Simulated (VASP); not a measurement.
# SiC (P6_3mc) in VASP: settings compared, part 2 of 2

VASP 6.6.1.

## 3. Single point, LDA

File INCAR:

```
SYSTEM = SiC
PREC = Accurate ; ENCUT = 520
EDIFF = 1E-6 ; ISMEAR = -1
SIGMA = 0.05 ; LREAL = .False.
LASPH = .True. ; NELM = 100
ALGO = Normal ; ISIF = 2
LWAVE = .False. ; LCHARG = .False.
NBANDS = 26
```

File KPOINTS:

```
regular mesh
0
Gamma
  10 10 3
  0 0 0
```

File POSCAR:

```
SiC
1.0
    3.0129072637      0.0000000000      0.0000000000
   -1.5064536318      2.6092542296      0.0000000000
    0.0000000000      0.0000000000      9.8650653976
Si C
4 4
Direct
    0.0000000000      0.0000000000      0.1878943800
    0.0000000000      0.0000000000      0.6878943800
    0.3333333333      0.6666666667      0.4378419800
    0.6666666667      0.3333333333      0.9378419800
    0.0000000000      0.0000000000      0.0004600500
    0.0000000000      0.0000000000      0.5004600500
    0.3333333333      0.6666666667      0.2498025900
    0.6666666667      0.3333333333      0.7498025900
```

Potentials or basis: VASP PAW LDA potentials, release 64 (Si, C).

Launch:

```console
> cat potpaw_LDA.64/Si/POTCAR potpaw_LDA.64/C/POTCAR > POTCAR
> mpirun -np 1 vasp_std > vasp.out
```

OUTCAR:

```text
SYSTEM = SiC
   PREC = Accurate
   ENCUT = 520
   EDIFF = 1E-6
   ISMEAR = -1
   LREAL = .False.
   LASPH = .True.
   NELM = 100
   ISIF = 2

 ion  position               nearest neighbor table
   1  0.000  0.000  0.188-   7 1.84   7 1.84   7 1.84   5 1.85   3 3.02   3 3.02   3 3.02   4 3.02
                             4 3.02   4 3.02
   2  0.000  0.000  0.688-   8 1.84   8 1.84   8 1.84   6 1.85   4 3.02   4 3.02   4 3.02   3 3.02
                             3 3.02   3 3.02
   3  0.333  0.667  0.438-   6 1.85   6 1.85   6 1.85   7 1.86   1 3.02   1 3.02   1 3.02   2 3.02
                             2 3.02   2 3.02
   4  0.667  0.333  0.938-   5 1.85   5 1.85   5 1.85   8 1.86   2 3.02   2 3.02   2 3.02   1 3.02
                             1 3.02   1 3.02
   5  0.000  0.000  0.000-   4 1.85   4 1.85   4 1.85   1 1.85
   6  0.000  0.000  0.500-   3 1.85   3 1.85   3 1.85   2 1.85
   7  0.333  0.667  0.250-   1 1.84   1 1.84   1 1.84   3 1.86
   8  0.667  0.333  0.750-   2 1.84   2 1.84   2 1.84   4 1.86

  LATTYP: Found a hexagonal cell.
 ALAT       =     3.0129072637
 C/A-ratio  =     3.2742678530

  Lattice vectors:

 A1 = (   3.0129072637,   0.0000000000,   0.0000000000)
 A2 = (  -1.5064536318,   2.6092542296,   0.0000000000)
 A3 = (   0.0000000000,   0.0000000000,   9.8650653976)

Analysis of symmetry for initial positions (statically):
=====================================================================
 Subroutine PRICEL returns:
 Original cell was already a primitive cell.

 Routine SETGRP: Setting up the symmetry group for a
 hexagonal supercell.

 Subroutine GETGRP returns: Found 12 space group operations
 (whereof  6 operations were pure point group operations)
 out of a pool of 24 trial point group operations.

The static configuration has the point symmetry C_3v.
 The point group associated with its full space group is C_6v.

[... 147 lines left out ...]
  Fermi-wavevector in a.u.,A,eV,Ry     =   1.218777  2.303154 20.210318  1.485416
  Thomas-Fermi vector in A             =   2.354051
   LORBIT       =      0    0 simple, 1 ext, 2 COOP (PROOUT), +10 PAW based schemes
   GGA     = CA    functional components
   LHFCALC =     F    Hartree Fock is set to
   AEXX    =    0.0000 exact exchange contribution
   IVDW    =     0    specifies the selected vdW correction
   LEPSILON=     F    determine dielectric tensor
   LRPA    =     F    only Hartree local field effects (RPA)
 non-spin polarized calculation
  energy-cutoff  :      520.00
  volume of cell :       77.55
 maximum number of plane-waves:      2137
 NGX is ok and might be reduce to    24
   NGX = 11   NGY = 11   NGZ = 37

 number of electron      31.9999999 magnetization

 Free energy of the ion-electron system (eV)
  ---------------------------------------------------
  ext. energy  EPLUGINS =         0.00000000
  ---------------------------------------------------
  free energy    TOTEN  =       -66.44918558 eV

  energy without entropy =      -66.44918558  energy(sigma->0) =      -66.44918558

 E-fermi :   9.9007     XC(G=0): -11.8326

 val. band max:        8.8889827556   @ k =   0.0000   0.0000   0.0000
 cond. band min:      11.0682419055   @ k =   0.5000  -0.0000   0.0000
 fundamental gap:      2.1792591499
 Fermi energy:         9.9007372994

 k-point     1 :       0.0000    0.0000    0.0000
  band No.  band energies     occupation
      1      -7.0247      2.00000
      2      -5.7797      2.00000
      3      -5.7405      2.00000
      4      -3.1589      2.00000
      5      -0.1143      2.00000
      6       4.4064      2.00000
[... 685 lines left out ...]
     25      17.1779      0.00000
     26      18.0371      0.00000

 [... further k-points ...]

------------------------ aborting loop because EDIFF is reached ----------------------------------------

  FORCE on cell =-STRESS in cart. coord.  units (eV):
  Direction    XX          YY          ZZ          XY          YZ          ZX
  --------------------------------------------------------------------------------------
  -------------------------------------------------------------------------------------
  Total        5.6927535      5.6927535      5.5636791      0.0000000      0.0000000     -0.0000000
  in kB      117.6063661    117.6063661    114.9398236      0.0000000      0.0000000     -0.0000000
  external PRESSURE =     116.7175186 kB  Pullay stress =       0.0000000 kB

 VOLUME and BASIS-vectors are now :
 -----------------------------------------------------------------------------
  energy-cutoff  :      520.00
  volume of cell :       77.55
      direct lattice vectors                 reciprocal lattice vectors
     3.012907264  0.000000000  0.000000000     0.331905337  0.191625636  0.000000000
    -1.506453632  2.609254230  0.000000000     0.000000000  0.383251271  0.000000000
     0.000000000  0.000000000  9.865065398     0.000000000  0.000000000  0.101367802

 POSITION                                       TOTAL-FORCE (eV/Angst)
 -----------------------------------------------------------------------------------
      0.00000      0.00000      1.85359        -0.000000      0.000000      0.006315
      0.00000      0.00000      6.78612         0.000000     -0.000000      0.006315
     -0.00000      1.73950      4.31934        -0.000000     -0.000000     -0.016657
      1.50645      0.86975      9.25187         0.000000      0.000000     -0.016657
      0.00000      0.00000      0.00454        -0.000000      0.000000     -0.000878
      0.00000      0.00000      4.93707        -0.000000     -0.000000     -0.000878
     -0.00000      1.73950      2.46432         0.000000     -0.000000      0.011221
      1.50645      0.86975      7.39685        -0.000000      0.000000      0.011221
 -----------------------------------------------------------------------------------
    total drift:                               -0.000000     -0.000000      0.000409

  FREE ENERGIE OF THE ION-ELECTRON SYSTEM (eV)
  ---------------------------------------------------
  free  energy   TOTEN  =       -66.4491855800 eV

  energy  without entropy=      -66.4491855800  energy(sigma->0) =      -66.44918558
```

stdout:

```text
POSCAR found type information on POSCAR SiC
 POSCAR found :  2 types and       8 ions
 scaLAPACK will be used
 LDA part: xc-table for (Slater(with rela. corr.)+CA(PZ))
 , standard interpolation
 POSCAR, INCAR and KPOINTS ok, starting setup
 FFT: planning ... GRIDC
 FFT: planning ... GRID_SOFT
 FFT: planning ... GRID
 WAVECAR not read
 entering main loop
```

Wall time 80 s (1 thread of AMD EPYC 7R13, shared host); peak memory 0.15 GiB.

Results:

- Free energy: -66.4492 eV
- Pressure: 11.7 GPa
- Largest force: 0.017 eV/Å
- Band gap on the k mesh: 2.18 eV (least direct gap 3.32 eV)

Forces on the atoms (eV/Å):
```
Si   0.000  0.000  0.006
Si   0.000  0.000  0.006
Si   0.000  0.000 -0.017
Si   0.000  0.000 -0.017
C    0.000  0.000 -0.001
C    0.000  0.000 -0.001
C    0.000  0.000  0.011
C    0.000  0.000  0.011
```

Caveat: the cell stands under pressure; an odd mesh through Γ misses points on the zone boundary, where band edges can lie.

## 4. Single point, PBEsol+D3(BJ)

This run uses another cell than the first one, of 9.90 Å³/atom.

File INCAR:

```
SYSTEM = SiC
ALGO     = Normal         ! electronic algorithm
EDIFF    = 1E-7           ! SCF threshold, eV
ENCUT    = 520            ! plane-wave cutoff, eV
GGA      = PS             ! functional
ISIF     = 2              ! what is computed and relaxed
ISMEAR   = -1             ! smearing method
IVDW     = 12             ! dispersion correction
LASPH    = .True.         ! aspherical terms in the spheres
LCHARG   = .False.        ! write CHGCAR
LREAL    = .False.        ! projectors in reciprocal space
LWAVE    = .False.        ! write WAVECAR
NBANDS   = 26             ! bands
NELM     = 80             ! most SCF steps
PREC     = Accurate       ! precision mode
SIGMA    = 0.05           ! smearing width, eV
```

File KPOINTS:

```
k-points
0
Gamma
  10 10 3
  0 0 0
```

Changes to POSCAR since step 3:

```diff
@@ -2,5 +2,5 @@
 1.0
-    3.0129072637      0.0000000000      0.0000000000
-   -1.5064536318      2.6092542296      0.0000000000
-    0.0000000000      0.0000000000      9.8650653976
+    3.0341256196      0.0000000000      0.0000000000
+   -1.5170628097      2.6276298648      0.0000000000
+    0.0000000000      0.0000000000      9.9345399781
 Si C
```

Potentials or basis: VASP PAW PBE potentials, release 64 (Si, C).

Launch:

```console
> cat potpaw_PBE.64/Si/POTCAR potpaw_PBE.64/C/POTCAR > POTCAR
> mpirun -np 1 vasp_std > vasp.out
```

OUTCAR:

```text
SYSTEM = SiC
   EDIFF = 1E-7
   ENCUT = 520
   GGA = PS
   ISIF = 2
   ISMEAR = -1
   IVDW = 12
   LASPH = .True.
   LREAL = .False.
   NELM = 80
   PREC = Accurate
 IVDW          = 12

 ion  position               nearest neighbor table
   1  0.000  0.000  0.188-   7 1.86   7 1.86   7 1.86   5 1.86   3 3.04   3 3.04   3 3.04   4 3.04
                             4 3.04   4 3.04
   2  0.000  0.000  0.688-   8 1.86   8 1.86   8 1.86   6 1.86   4 3.04   4 3.04   4 3.04   3 3.04
                             3 3.04   3 3.04
   3  0.333  0.667  0.438-   6 1.86   6 1.86   6 1.86   7 1.87   1 3.04   1 3.04   1 3.04   2 3.04
                             2 3.04   2 3.04
   4  0.667  0.333  0.938-   5 1.86   5 1.86   5 1.86   8 1.87   2 3.04   2 3.04   2 3.04   1 3.04
                             1 3.04   1 3.04
   5  0.000  0.000  0.000-   4 1.86   4 1.86   4 1.86   1 1.86
   6  0.000  0.000  0.500-   3 1.86   3 1.86   3 1.86   2 1.86
   7  0.333  0.667  0.250-   1 1.86   1 1.86   1 1.86   3 1.87
   8  0.667  0.333  0.750-   2 1.86   2 1.86   2 1.86   4 1.87

  LATTYP: Found a hexagonal cell.
 ALAT       =     3.0341256196
 C/A-ratio  =     3.2742678530

  Lattice vectors:

 A1 = (   3.0341256196,   0.0000000000,   0.0000000000)
 A2 = (  -1.5170628097,   2.6276298648,   0.0000000000)
[... 201 lines left out ...]
      3      -5.9630      2.00000
      4      -3.4568      2.00000
      5      -0.2990      2.00000
      6       4.1384      2.00000
[... 685 lines left out ...]
     25      16.8000      0.00000
     26      17.6724      0.00000

 [... further k-points ...]

------------------------ aborting loop because EDIFF is reached ----------------------------------------

 Edisp (eV)   -2.02339

 E8    (eV) :    -1.2025

  FORCE on cell =-STRESS in cart. coord.  units (eV):
  Direction    XX          YY          ZZ          XY          YZ          ZX
  --------------------------------------------------------------------------------------
  -------------------------------------------------------------------------------------
  Total       3.30108     3.30108     3.16143     0.00000     0.00000     0.00000
  in kB      66.77617    66.77617    63.95121     0.00000     0.00000     0.00000
  external pressure =       65.83 kB  Pullay stress =        0.00 kB

 VOLUME and BASIS-vectors are now :
 -----------------------------------------------------------------------------
  energy-cutoff  :      520.00
  volume of cell :       79.20
      direct lattice vectors                 reciprocal lattice vectors
     3.034125620  0.000000000  0.000000000     0.329584244  0.190285552  0.000000000
    -1.517062810  2.627629865  0.000000000     0.000000000  0.380571105  0.000000000
     0.000000000  0.000000000  9.934539978     0.000000000  0.000000000  0.100658913

 POSITION                                       TOTAL-FORCE (eV/Angst)
 -----------------------------------------------------------------------------------
      0.00000      0.00000      1.86664        -0.000000      0.000000      0.008614
      0.00000      0.00000      6.83391         0.000000      0.000000      0.008614
     -0.00000      1.75175      4.34976        -0.000000      0.000000     -0.018634
      1.51706      0.87588      9.31703        -0.000000     -0.000000     -0.018634
      0.00000      0.00000      0.00457         0.000000     -0.000000     -0.000960
      0.00000      0.00000      4.97184        -0.000000      0.000000     -0.000960
     -0.00000      1.75175      2.48167         0.000000     -0.000000      0.010981
      1.51706      0.87588      7.44894        -0.000000      0.000000      0.010981
 -----------------------------------------------------------------------------------
    total drift:                               -0.000000     -0.000000      0.000153

  FREE ENERGIE OF THE ION-ELECTRON SYSTEM (eV)
  ---------------------------------------------------
  free  energy   TOTEN  =       -65.5774370184 eV

  energy  without entropy=      -65.5774370183  energy(sigma->0) =      -65.57743702
```

OSZICAR:

```text
N       E                     dE             d eps       ncg     rms          rms(c)
DAV:   1     0.697446426876E+02    0.69745E+02   -0.14662E+04  1456   0.112E+03
DAV:   2    -0.645026599678E+02   -0.13425E+03   -0.12460E+03  1904   0.192E+02
DAV:   3    -0.711732086887E+02   -0.66705E+01   -0.66226E+01  1964   0.406E+01
DAV:   4    -0.712512364392E+02   -0.78028E-01   -0.77938E-01  1886   0.513E+00
DAV:   5    -0.712524895117E+02   -0.12531E-02   -0.12524E-02  1960   0.618E-01    0.185E+01
DAV:   6    -0.638980942491E+02    0.73544E+01   -0.18523E+01  1878   0.189E+01    0.855E+00
DAV:   7    -0.636134100246E+02    0.28468E+00   -0.22752E+00  2000   0.674E+00    0.341E+00
DAV:   8    -0.635608097583E+02    0.52600E-01   -0.14098E-01  1768   0.174E+00    0.966E-01
DAV:   9    -0.635538239226E+02    0.69858E-02   -0.17041E-02  1860   0.671E-01    0.152E-01
DAV:  10    -0.635540285979E+02   -0.20468E-03   -0.94940E-04  1836   0.161E-01    0.717E-02
DAV:  11    -0.635540434188E+02   -0.14821E-04   -0.54034E-05  1858   0.483E-02    0.125E-02
DAV:  12    -0.635540427351E+02    0.68372E-06   -0.45194E-06  1774   0.103E-02    0.541E-03
DAV:  13    -0.635540430051E+02   -0.27008E-06   -0.87958E-07  1934   0.416E-03    0.253E-03
DAV:  14    -0.635540429675E+02    0.37685E-07   -0.51391E-08  1096   0.127E-03
   1 F= -.65577437E+02 E0= -.65577437E+02  d E =-.462852E-10
```

stdout:

```text
POSCAR found type information on POSCAR SiC
 POSCAR found :  2 types and       8 ions
 scaLAPACK will be used
 -----------------------------------------------------------------------------
|                                                                             |
|                                                                             |
|     You enforced a specific xc type in the INCAR file but a different       |
|     I HOPE YOU KNOW WHAT YOU ARE DOING!                                     |
|                                                                             |
 -----------------------------------------------------------------------------

 LDA part: xc-table for (Slater+PW92), standard interpolation
 POSCAR, INCAR and KPOINTS ok, starting setup
 FFT: planning ... GRIDC
 FFT: planning ... GRID_SOFT
 FFT: planning ... GRID
 WAVECAR not read
 entering main loop
```

Run time: 83 s. Hardware: 1 thread of AMD EPYC 7R13, shared host; peak memory 0.19 GiB.

What came out:

```yaml
Free_energy: -65.5774 eV
Pressure: 6.6 GPa
Largest_force: 0.019 eV/Å
Band_gap_on_the_k_mesh: 2.12 eV (least direct gap 3.25 eV)
Dispersion_energy_per_atom: -0.253 eV
```

Forces on the atoms (eV/Å):
```
Si   0.000  0.000  0.009
Si   0.000  0.000  0.009
Si   0.000  0.000 -0.019
Si   0.000  0.000 -0.019
C    0.000  0.000 -0.001
C    0.000  0.000 -0.001
C    0.000  0.000  0.011
C    0.000  0.000  0.011
```

Stress tensor (GPa, compression positive):
```
6.68 0.00 0.00
0.00 6.68 0.00
0.00 0.00 6.40
```

Caveat: the cell stands under pressure; the PAW data sets were made with another functional, which shifts forces and pressure a little; an odd mesh through Γ misses points on the zone boundary, where band edges can lie.

## 5. Overview

| level | potentials or basis | cell | gap on the mesh (eV) | pressure (GPa) | largest force (eV/Å) |
| --- | --- | --- | --- | --- | --- |
| BLYP+D3(BJ) | VASP PAW PBE potentials, release 64 (Si, C) | a = 3.013, b = 3.013, c = 9.865 Å, angles 90.0, 90.0, 120.0°, 8 atoms | 2.56 | 13.9 | 0.02 |
| LDA | VASP PAW LDA potentials, release 64 (Si, C) | a = 3.013, b = 3.013, c = 9.865 Å, angles 90.0, 90.0, 120.0°, 8 atoms | 2.18 | 11.7 | 0.02 |
| PBEsol+D3(BJ) | VASP PAW PBE potentials, release 64 (Si, C) | a = 3.034, b = 3.034, c = 9.935 Å, angles 90.0, 90.0, 120.0°, 8 atoms | 2.12 | 6.6 | 0.02 |

Alike in all rows: task single point; no spin polarisation; k mesh 10 × 10 × 3; cutoff (eV) 520; smearing fermi-dirac 0.05 eV.

Caveats: the cell stands under pressure; an odd mesh through Γ misses points on the zone boundary, where band edges can lie; the PAW data sets were made with another functional, which shifts forces and pressure a little (at least some runs).

Total energies depend on the potentials used, so only differences within one code and one set of settings carry meaning.
